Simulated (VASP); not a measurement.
# SnSe (I4/mmm) in VASP: a series of runs, part 2 of 2

VASP 6.6.1. The steps go on from the part before.

## 3. Single point, LDA (strain -0.0100 x Voigt [0, 1, 0, 0, 0, 0])

File INCAR:

```
PREC     = Accurate       # precision mode
ENCUT    = 520            # plane-wave cutoff, eV
EDIFF    = 1E-6           # SCF threshold, eV
ISMEAR   = 0              # smearing method
SIGMA    = 0.05           # smearing width, eV
LREAL    = F              # projectors in reciprocal space
LASPH    = T              # aspherical terms in the spheres
NELM     = 80             # most SCF steps
ALGO     = Normal         # electronic algorithm
ISIF     = 2              # what is computed and relaxed
LWAVE    = F              # write WAVECAR
LCHARG   = T              # write CHGCAR
LELF     = T              # ELF
LVHAR    = T            
NBANDS   = 17             # bands
```

File KPOINTS:

```
regular mesh
0
Gamma
  8 8 8
```

File POSCAR:

```
SnSe
1.0
    0.0000000000      2.9171812924      2.9466477701
    2.9466477701      0.0000000000      2.9466477701
    2.9466477701      2.9171812924      0.0000000000
Sn Se
1 1
Direct
    0.0000000000      0.0000000000      0.0000000000
    0.5000000000      0.5000000000      0.5000000000
```

Potentials or basis: VASP PAW LDA potentials, release 64 (Sn_d, Se).

Command:

```console
cat potpaw_LDA.64/Sn_d/POTCAR potpaw_LDA.64/Se/POTCAR > POTCAR
mpirun -np 1 vasp_std > vasp.out
```

OUTCAR:

```text
PREC = Accurate
   ENCUT = 520
   EDIFF = 1E-6
   ISMEAR = 0
   LREAL = F
   LASPH = T
   NELM = 80
   ISIF = 2

 ion  position               nearest neighbor table
   1  0.000  0.000  0.000-   2 2.92   2 2.92   2 2.95   2 2.95   2 2.95   2 2.95
   2  0.500  0.500  0.500-   1 2.92   1 2.92   1 2.95   1 2.95   1 2.95   1 2.95

  LATTYP: Found a body centered tetragonal cell.
 ALAT       =     4.1671892400
 C/A-ratio  =     1.4000714267

  Lattice vectors:

 A1 = (   0.0000000000,  -2.9171812924,   2.9466477701)
 A2 = (   0.0000000000,  -2.9171812924,  -2.9466477701)
 A3 = (   2.9466477701,   2.9171812924,   0.0000000000)

Analysis of symmetry for initial positions (statically):
=====================================================================
 Subroutine PRICEL returns:
 Original cell was already a primitive cell.

 Routine SETGRP: Setting up the symmetry group for a
 body centered tetragonal supercell.

 Subroutine GETGRP returns: Found 16 space group operations
 (whereof 16 operations were pure point group operations)
 out of a pool of 16 trial point group operations.

The static configuration has the point symmetry D_4h.

Analysis of symmetry for dynamics (positions and initial velocities):
=====================================================================
 Subroutine PRICEL returns:
 Original cell was already a primitive cell.

 Routine SETGRP: Setting up the symmetry group for a
 body centered tetragonal supercell.

 Subroutine GETGRP returns: Found 16 space group operations
 (whereof 16 operations were pure point group operations)
 out of a pool of 16 trial point group operations.

The dynamic configuration has the point symmetry D_4h.

 Subroutine INISYM returns: Found 16 space group operations
 (whereof 16 operations are pure point group operations),
 and found     1 'primitive' translations

----------------------------------------------------------------------------------------
[... 105 lines left out ...]
   NUPDOWN=      -1.0000    fix difference up-down
   EMIN   =  10.00;   EMAX   =-10.00  energy-range for DOS
   EFERMI =   0.00;   METHOD = LEGACY
   ISMEAR =     0;   SIGMA  =   0.05  broadening in eV -4-tet -1-fermi 0-gaus
   EFERMI_NEDOS =   21; number of points for ismear=-14 and -15
   IALGO  =     38    algorithm
   IMIX   =      4    mixing-type and parameters
     AMIX     =   0.40;   BMIX     =  1.00
     AMIX_MAG =   1.60;   BMIX_MAG =  1.00
  volume/ion in A,a.u.               =      25.33       170.93
  Fermi-wavevector in a.u.,A,eV,Ry     =   1.200978  2.269518 19.624322  1.442347
  Thomas-Fermi vector in A             =   2.336799
   LORBIT       =      0    0 simple, 1 ext, 2 COOP (PROOUT), +10 PAW based schemes
   GGA     = CA    functional components
   LHFCALC =     F    Hartree Fock is set to
   AEXX    =    0.0000 exact exchange contribution
   IVDW    =     0    specifies the selected vdW correction
   LEPSILON=     F    determine dielectric tensor
   LRPA    =     F    only Hartree local field effects (RPA)
 non-spin polarized calculation
 Gauss-broadening in eV      SIGMA  =   0.05
  energy-cutoff  :      520.00
  volume of cell :       50.66
 maximum number of plane-waves:      1380
   NGX = 15   NGY = 15   NGZ = 15

 number of electron      19.9999995 magnetization

 Free energy of the ion-electron system (eV)
  ---------------------------------------------------
  ext. energy  EPLUGINS =         0.00000000
  ---------------------------------------------------
  free energy    TOTEN  =        -9.50666802 eV

  energy without entropy =       -9.50666802  energy(sigma->0) =       -9.50666802

 E-fermi :   6.4844     XC(G=0): -10.2131

 val. band max:        6.1898122468   @ k =  -0.2500   0.1250   0.0000
 cond. band min:       6.9286442141   @ k =  -0.3750   0.0000   0.1250
 fundamental gap:      0.7388319672
 Fermi energy:         6.4844398147

 k-point     1 :       0.0000    0.0000    0.0000
  band No.  band energies     occupation
      1     -15.2158      2.00000
      2     -15.2126      2.00000
      3     -15.2099      2.00000
      4     -15.2080      2.00000
      5     -15.2080      2.00000
      6      -8.1092      2.00000
[... 457 lines left out ...]
      4     -15.1963      2.00000
      5     -15.1923      2.00000
      6      -7.2556      2.00000
[... 9 lines left out ...]
     16      15.6953      0.00000
     17      17.9792      0.00000

 [... further k-points ...]
[... 5 lines left out ...]
  --------------------------------------------------------------------------------------
  -------------------------------------------------------------------------------------
  Total        0.0775269      0.5690988      0.0775269      0.0000000      0.0000000      0.0000000
  in kB        2.4519596     17.9990020      2.4519596      0.0000000      0.0000000      0.0000000
  external PRESSURE =       7.6343071 kB  Pullay stress =       0.0000000 kB

 VOLUME and BASIS-vectors are now :
 -----------------------------------------------------------------------------
  energy-cutoff  :      520.00
  volume of cell :       50.66
      direct lattice vectors                 reciprocal lattice vectors
     0.000000000  2.917181292  2.946647770    -0.169684346  0.171398329  0.169684346
     2.946647770  0.000000000  2.946647770     0.169684346 -0.171398329  0.169684346
     2.946647770  2.917181292  0.000000000     0.169684346  0.171398329 -0.169684346

 POSITION                                       TOTAL-FORCE (eV/Angst)
 -----------------------------------------------------------------------------------
      0.00000      0.00000      0.00000        -0.000000      0.000000      0.000000
      2.94665      2.91718      2.94665         0.000000     -0.000000     -0.000000
 -----------------------------------------------------------------------------------
    total drift:                                0.000000     -0.000000     -0.000000

  FREE ENERGIE OF THE ION-ELECTRON SYSTEM (eV)
  ---------------------------------------------------
  free  energy   TOTEN  =        -9.5066680188 eV

  energy  without entropy=       -9.5066680188  energy(sigma->0) =       -9.50666802
```

OSZICAR:

```text
N       E                     dE             d eps       ncg     rms          rms(c)
DAV:   1     0.132213852281E+03    0.13221E+03   -0.98853E+03  2027   0.146E+03
DAV:   2     0.278595077466E+01   -0.12943E+03   -0.12524E+03  2159   0.347E+02
DAV:   3    -0.934920631513E+01   -0.12135E+02   -0.11947E+02  2475   0.932E+01
DAV:   4    -0.965645457740E+01   -0.30725E+00   -0.30704E+00  2425   0.156E+01
DAV:   5    -0.966521840308E+01   -0.87638E-02   -0.87633E-02  2901   0.259E+00    0.359E+00
DAV:   6    -0.951525533641E+01    0.14996E+00   -0.34354E-01  2960   0.366E+00    0.221E+00
DAV:   7    -0.950809169347E+01    0.71636E-02   -0.60292E-02  2466   0.114E+00    0.965E-01
DAV:   8    -0.950679138915E+01    0.13003E-02   -0.58110E-03  2473   0.665E-01    0.694E-02
DAV:   9    -0.950666860825E+01    0.12278E-03   -0.95096E-04  2936   0.251E-01    0.396E-02
DAV:  10    -0.950666726571E+01    0.13425E-05   -0.79073E-05  2406   0.542E-02    0.860E-03
DAV:  11    -0.950666801883E+01   -0.75313E-06   -0.60692E-06  2620   0.189E-02
   1 F= -.95066680E+01 E0= -.95066680E+01  d E =-.734367E-18
```

stdout:

```text
POSCAR found type information on POSCAR SnSe
 POSCAR found :  2 types and       2 ions
 scaLAPACK will be used
 LDA part: xc-table for (Slater(with rela. corr.)+CA(PZ))
 , standard interpolation
 POSCAR, INCAR and KPOINTS ok, starting setup
 FFT: planning ... GRIDC
 FFT: planning ... GRID_SOFT
 FFT: planning ... GRID
 WAVECAR not read
 entering main loop
```

Wall time 23 s (1 thread of AMD EPYC 9R45 (Zen 5), shared host); peak memory 0.16 GiB.

Results:

| Property | Result |
| --- | --- |
| Free energy | -9.5067 eV |
| Pressure | 0.8 GPa |
| Band gap on the k mesh | 0.74 eV, indirect (least direct gap 0.91 eV) |

Stress tensor (GPa, compression positive):
```
0.25 0.00 0.00
0.00 1.80 0.00
0.00 0.00 0.25
```

Caveat: the cell differs from its parent crystal (strain -0.0100 x Voigt [0, 1, 0, 0, 0, 0]); spin-orbit coupling is left out, which moves the levels of the heavy elements. A k mesh can miss the band edges.

## 4. Single point, LDA (strain -0.0150 x Voigt [0, 1, 0, 0, 0, 0])

Changes to INCAR since step 3:

```diff
@@ -7,3 +7,3 @@
 LASPH    = T              # aspherical terms in the spheres
-NELM     = 80             # most SCF steps
+NELM     = 100            # most SCF steps
 ALGO     = Normal         # electronic algorithm
@@ -11,5 +11,3 @@
 LWAVE    = F              # write WAVECAR
-LCHARG   = T              # write CHGCAR
-LELF     = T              # ELF
-LVHAR    = T            
+LCHARG   = F              # write CHGCAR
 NBANDS   = 17             # bands
```

File KPOINTS:

```
Automatic mesh
0
Gamma
  8 8 8
```

File POSCAR:

```
SnSe
1.0
    0.0000000000      2.9024480535      2.9466477701
    2.9466477701      0.0000000000      2.9466477701
    2.9466477701      2.9024480535      0.0000000000
Sn Se
1 1
Direct
    0.0000000000      0.0000000000      0.0000000000
    0.5000000000      0.5000000000      0.5000000000
```

Command:

```console
cat potpaw_LDA.64/Sn_d/POTCAR potpaw_LDA.64/Se/POTCAR > POTCAR
mpirun -np 1 vasp_std > vasp.out
```

It took 22 s on 1 thread of AMD EPYC 9R45 (Zen 5), shared host; peak memory 0.16 GiB.

Results (log left out):

```
Free energy            : -9.5030 eV
Pressure               : 1.1 GPa
Band gap on the k mesh : 0.72 eV, indirect (least direct gap 0.89 eV)
```

Stress tensor (GPa, compression positive):
```
0.31 0.00 0.00
0.00 2.72 0.00
0.00 0.00 0.31
```

Levels at points of the mesh, in eV from the valence-band top:
```
           k point  band 8  band 9  band 10  band 11  band 12  band 13
(0.00, 0.00, 0.00)   -2.42   -2.27    -2.27     4.47     4.47     4.86
(0.50, 0.00, 0.00)   -2.06   -2.02    -0.08     0.92     1.17     1.26
(0.50, 0.50, 0.00)   -5.95   -4.01    -3.83     2.82     5.61     6.01
(0.50, 0.00, 0.50)   -5.98   -3.96    -3.96     2.76     5.73     5.73
```

Caveat: the cell differs from its parent crystal (strain -0.0150 x Voigt [0, 1, 0, 0, 0, 0]); spin-orbit coupling is left out, which moves the levels of the heavy elements.

## 5. Single point, LDA (strain +0.0050 x Voigt [0, 1, 0, 0, 0, 0])

File INCAR:

```
PREC = Accurate ; ENCUT = 520
EDIFF = 1E-7 ; ISMEAR = 0
SIGMA = 0.05 ; LREAL = False
LASPH = True ; NELM = 60
ALGO = Normal ; ISIF = 2
LWAVE = False ; LCHARG = False
GGA = CA ; NBANDS = 17
```

KPOINTS is that of step 4.

File POSCAR:

```
SnSe
1.0
    0.0000000000      2.9613810090      2.9466477701
    2.9466477701      0.0000000000      2.9466477701
    2.9466477701      2.9613810090      0.0000000000
Sn Se
1 1
Direct
    0.0000000000      0.0000000000      0.0000000000
    0.5000000000      0.5000000000      0.5000000000
```

Potentials or basis: VASP PAW LDA potentials, release 64 (Sn_d, Se).

Command:

```console
cat potpaw_LDA.64/Sn_d/POTCAR potpaw_LDA.64/Se/POTCAR > POTCAR
mpirun -np 1 vasp_std > vasp.out
```

OUTCAR:

```text
PREC = Accurate
   ENCUT = 520
   EDIFF = 1E-7
   ISMEAR = 0
   LREAL = False
   LASPH = True
   NELM = 60
   ISIF = 2
   GGA = CA

 ion  position               nearest neighbor table
   1  0.000  0.000  0.000-   2 2.95   2 2.95   2 2.95   2 2.95   2 2.96   2 2.96
   2  0.500  0.500  0.500-   1 2.95   1 2.95   1 2.95   1 2.95   1 2.96   1 2.96

  LATTYP: Found a body centered tetragonal cell.
 ALAT       =     4.1671892400
 C/A-ratio  =     1.4212846302

  Lattice vectors:

 A1 = (   0.0000000000,  -2.9613810090,   2.9466477701)
 A2 = (   0.0000000000,  -2.9613810090,  -2.9466477701)
 A3 = (   2.9466477701,   2.9613810090,   0.0000000000)

Analysis of symmetry for initial positions (statically):
=====================================================================
 Subroutine PRICEL returns:
 Original cell was already a primitive cell.

 Routine SETGRP: Setting up the symmetry group for a
 body centered tetragonal supercell.

 Subroutine GETGRP returns: Found 16 space group operations
 (whereof 16 operations were pure point group operations)
 out of a pool of 16 trial point group operations.
[... 156 lines left out ...]
  ---------------------------------------------------
  ext. energy  EPLUGINS =         0.00000000
  ---------------------------------------------------
  free energy    TOTEN  =        -9.50932060 eV

  energy without entropy =       -9.50932060  energy(sigma->0) =       -9.50932060

 E-fermi :   6.2818     XC(G=0): -10.1452

 val. band max:        5.9746470181   @ k =  -0.2500   0.0000   0.1250
 cond. band min:       6.7397323300   @ k =  -0.3750   0.1250   0.0000
 fundamental gap:      0.7650853119
 Fermi energy:         6.2817595667

 k-point     1 :       0.0000    0.0000    0.0000
  band No.  band energies     occupation
      1     -15.3918      2.00000
      2     -15.3900      2.00000
      3     -15.3864      2.00000
      4     -15.3864      2.00000
      5     -15.3854      2.00000
      6      -8.1784      2.00000
[... 457 lines left out ...]
      4     -15.3753      2.00000
      5     -15.3718      2.00000
      6      -7.3614      2.00000
[... 9 lines left out ...]
     16      15.4404      0.00000
     17      17.7426      0.00000

 [... further k-points ...]
[... 5 lines left out ...]
  --------------------------------------------------------------------------------------
  -------------------------------------------------------------------------------------
  Total        0.0075271     -0.2193869      0.0075271      0.0000000      0.0000000      0.0000000
  in kB        0.2345081     -6.8350308      0.2345081      0.0000000      0.0000000      0.0000000
  external PRESSURE =      -2.1220049 kB  Pullay stress =       0.0000000 kB

 VOLUME and BASIS-vectors are now :
 -----------------------------------------------------------------------------
  energy-cutoff  :      520.00
  volume of cell :       51.43
      direct lattice vectors                 reciprocal lattice vectors
     0.000000000  2.961381009  2.946647770    -0.169684346  0.168840145  0.169684346
     2.946647770  0.000000000  2.946647770     0.169684346 -0.168840145  0.169684346
     2.946647770  2.961381009  0.000000000     0.169684346  0.168840145 -0.169684346

 POSITION                                       TOTAL-FORCE (eV/Angst)
 -----------------------------------------------------------------------------------
      0.00000      0.00000      0.00000         0.000000      0.000000     -0.000000
      2.94665      2.96138      2.94665         0.000000     -0.000000      0.000000
 -----------------------------------------------------------------------------------
    total drift:                                0.000000     -0.000000     -0.000000

  FREE ENERGIE OF THE ION-ELECTRON SYSTEM (eV)
  ---------------------------------------------------
  free  energy   TOTEN  =        -9.5093205957 eV

  energy  without entropy=       -9.5093205957  energy(sigma->0) =       -9.50932060
```

It took 23 s on 1 thread of AMD EPYC 9R45 (Zen 5), shared host; peak memory 0.16 GiB.

Results:

```
Free energy            : -9.5093 eV
Pressure               : -0.2 GPa
Band gap on the k mesh : 0.77 eV, indirect (least direct gap 0.89 eV)
```

Caveat: the cell differs from its parent crystal (strain +0.0050 x Voigt [0, 1, 0, 0, 0, 0]); spin-orbit coupling is left out, which moves the levels of the heavy elements. A k mesh can miss the band edges.

## 6. Overview

| cell | gap on the mesh (eV) | pressure (GPa) |
| --- | --- | --- |
| a = 4.126, b = 4.167 Å, angles 59.7, 60.7, 59.7°, 2 atoms | 0.71 | 1.5 |
| a = 4.146, b = 4.167 Å, angles 59.8, 60.3, 59.8°, 2 atoms | 0.74 | 0.8 |
| a = 4.136, b = 4.167 Å, angles 59.8, 60.5, 59.8°, 2 atoms | 0.72 | 1.1 |
| a = 4.178, b = 4.167 Å, angles 60.1, 59.8, 60.1°, 2 atoms | 0.77 | -0.2 |

Alike in all rows: task single point; level LDA; potentials or basis VASP PAW LDA potentials, release 64 (Sn_d, Se); no spin polarisation; k mesh 8 × 8 × 8; cutoff (eV) 520; smearing gaussian 0.05 eV.

Caveats: spin-orbit coupling is left out, which moves the levels of the heavy elements.

Total energies depend on the potentials used, so only differences within one code and one set of settings carry meaning.
